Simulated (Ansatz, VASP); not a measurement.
## Rh in VASP and in Ansatz

File INCAR:

```
PREC     = Accurate       # precision mode
ENCUT    = 520            # plane-wave cutoff, eV
EDIFF    = 1E-6           # SCF threshold, eV
ISMEAR   = 1              # smearing method
SIGMA    = 0.02           # smearing width, eV
LREAL    = F              # projectors in reciprocal space
LASPH    = T              # aspherical terms in the spheres
NELM     = 80             # most SCF steps
ALGO     = Fast           # electronic algorithm
ISIF     = 2              # what is computed and relaxed
LWAVE    = F              # write WAVECAR
LCHARG   = T              # write CHGCAR
GGA      = PE             # functional
LELF     = T              # ELF
LVHAR    = T            
NBANDS   = 14             # bands
```

Contents of KPOINTS:

```
Automatic mesh
0
Gamma
  22 22 22
```

The input POSCAR:

```
Rh
1.0
    0.0000000000      1.9015500000      1.8635190000
    1.9015500000      0.0000000000      1.8635190000
    1.9015500000      1.9015500000      0.0000000000
Rh
1
Direct
    0.0000000000      0.0000000000      0.0000000000
```

Input for Ansatz:

```yaml
crystal:
  lattice:
    - [0.0, 1.90155, 1.863519]
    - [1.90155, 0.0, 1.863519]
    - [1.90155, 1.90155, 0.0]
  atoms:
    - { symbol: Rh, position: [0.0, 0.0, 0.0] }
basis:
  ecutwfc: 420
kpoints:
  mp_grid: { grid: [22, 22, 22] }
hamiltonian:
  xc: pbe
scf:
  occupations: { method: cold, width: 0.02 }
output:
  forces: true
  stress: true
  eigenvalues: true
```

Change from the starting cell: strain -0.0200 x Voigt [0, 0, 1, 0, 0, 0], atoms carried along.

Alike in both runs: task single point; functional PBE; k mesh 22 × 22 × 22; no spin polarisation.

```csv
,VASP,Ansatz
version,VASP 6.6.1,Ansatz 0.2.0
potentials or method,"VASP PAW PBE potentials, release 64 (Rh_pv), cutoff 520 eV","scalar-relativistic, plane waves, PAW"
occupations,"methfessel-paxton of order 1, width 0.02 eV","cold, width 0.02 eV"
valence electrons in the cell,15,17
```

VASP gave:

* gap on the k mesh at the Fermi level (eV): none
* pressure (GPa): 11.8
* traceless stress, the component that is largest in VASP (GPa): 3.27

Problem. What did Ansatz give for the same quantities?

Solution. gap on the k mesh at the Fermi level (eV): none; pressure (GPa): 11.8; traceless stress, the component that is largest in VASP (GPa): 3.25.

A gap of «none» marks a metal or a gap that the smearing closes. VASP's potentials hold 15 valence electrons a cell and Ansatz's 17, so a difference there can come from the potentials and not from the codes.
